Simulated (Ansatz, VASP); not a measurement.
**One calculation of Si16O, two programs**

```
CELL_PARAMETERS angstrom
0.00000 5.43000 5.43000
5.43000 0.00000 5.43000
5.43000 5.43000 0.00000
ATOMIC_POSITIONS crystal
Si 0.00383 0.99964 0.00066
Si 0.11612 0.17741 0.08578
Si 0.98743 0.04707 0.45670
Si 0.14435 0.07387 0.62918
Si 0.98280 0.54885 0.97318
Si 0.12318 0.62398 0.12909
Si 0.01084 0.44540 0.50399
Si 0.13704 0.57756 0.61671
Si 0.48934 0.01583 0.99707
Si 0.62893 0.12516 0.12215
Si 0.51793 0.98467 0.49640
Si 0.62187 0.12955 0.62353
Si 0.49796 0.49966 0.00057
Si 0.60916 0.64035 0.12285
Si 0.50208 0.49902 0.49888
Si 0.63768 0.60913 0.62657
O 0.05854 0.81227 0.43793
```

Alike in both runs: functional PBE; k mesh 2 × 2 × 2; occupations gaussian, width 0.05 eV; collinear spin.

Ansatz relaxed the structure, and its values are those at the end. VASP's run is a single point on that final structure, the one shown.

```csv
,VASP,Ansatz
version,VASP 6.6.1,Ansatz 0.2.0
potentials or method,"VASP PAW PBE potentials, release 64 (Si, O), cutoff 520 eV","scalar-relativistic, plane waves, PAW"
valence electrons in the cell,70,70
```

VASP gave:

- gap on the k mesh at the Fermi level (eV): 0.49
- rms of the force components (eV/Å): 0.018
- net moment per atom (μB): 0.00

Q: What did Ansatz give for the same quantities?

A: gap on the k mesh at the Fermi level (eV): 0.49; rms of the force components (eV/Å): 0.007; net moment per atom (μB): 0.00.

Ansatz's warnings: filled band counts differ across k points, seeded moment not kept.

The k mesh is coarse, so the values compare programs but aren't converged.
